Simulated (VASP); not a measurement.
Input of a VASP 6.6.1 run:

The input INCAR:

```
  ALGO = Normal
  EDIFF = 1E-6
  ENCUT = 600
  GGA = CA
  GGA_COMPAT = F
  ISIF = 2
  ISMEAR = -1
  LASPH = T
  LCHARG = T
  LELF = T
  LREAL = F
  LVHAR = T
  LWAVE = F
  NBANDS = 14
  NELM = 120
  PREC = Accurate
  SIGMA = 0.15
```

File KPOINTS:

```
k-points
0
Gamma
  16 16 16
```

POSCAR

```
HfC
1.0
    0.0000000000      2.1976000000      2.1976000000
    2.1976000000      0.0000000000      2.1976000000
    2.1976000000      2.1976000000      0.0000000000
Hf C
1 1
Direct
    0.0000000000      0.0000000000      0.0000000000
    0.5000000000      0.5000000000      0.5000000000
```

Potentials or basis: VASP PAW LDA potentials, release 64 (Hf_pv, C).

The run is started by

```console
$ cat potpaw_LDA.64/Hf_pv/POTCAR potpaw_LDA.64/C/POTCAR > POTCAR
$ mpirun -np 1 vasp_std > vasp.out
```

Task: Predict the band gap on the k mesh.

Result: Zero (band 7 reaches 8.38 eV, above the bottom of band 8 at 6.85 eV).

Task: Estimate the pressure.

Result: 41.1 GPa.

Caveat: spin-orbit coupling is left out, which moves the levels of the heavy elements.
